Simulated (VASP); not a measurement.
A run of VASP 6.6.1 is set up as follows.

File POSCAR:

```
GaSb
1.0
    0.0000000000      3.0041537700      3.0041537700
    3.0041537700      0.0000000000      3.0041537700
    3.0041537700      3.0041537700      0.0000000000
Ga Sb
1 1
Direct
    0.0000000000      0.0000000000      0.0000000000
    0.2500000000      0.2500000000      0.2500000000
```

INCAR.step1

```
PREC = Accurate ; ENCUT = 520
ISMEAR = -1 ; SIGMA = 0.1
LREAL = F ; LASPH = T
NELM = 100 ; NBANDS = 16
GGA = PE ; ALGO = Normal
EDIFF = 1E-4 ; LWAVE = T
LCHARG = F
```

The input INCAR.step2:

```
PREC = Accurate ; ENCUT = 520
EDIFF = 1E-6 ; ISMEAR = -1
SIGMA = 0.1 ; LREAL = F
LASPH = T ; NELM = 100
ALGO = Normal ; ISIF = 2
LWAVE = F ; LCHARG = F
METAGGA = R2SCAN ; LMIXTAU = T
NBANDS = 16 ; ISTART = 1
```

KPOINTS

```
regular mesh
0
Gamma
  10 10 10
```

Potentials or basis: VASP PAW PBE potentials, release 64 (Ga_d, Sb).

Command:

```bash
$ cat potpaw_PBE.64/Ga_d/POTCAR potpaw_PBE.64/Sb/POTCAR > POTCAR
$ cp INCAR.step1 INCAR
$ mpirun -np 1 vasp_std > vasp.out
$ cp INCAR.step2 INCAR
$ mpirun -np 1 vasp_std > vasp.out
```

Problem. Predict the pressure.

Solution. 3.9 GPa.

Problem. Predict the band gap on the k mesh.

Solution. 0.81 eV (least direct gap 0.87 eV).

Caveat: the cell stands under pressure; the PAW data sets were made with another functional, which shifts forces and pressure a little; spin-orbit coupling is left out, which moves the levels of the heavy elements. r2SCAN opens gaps a little over a GGA but as a rule still falls short of measured ones.
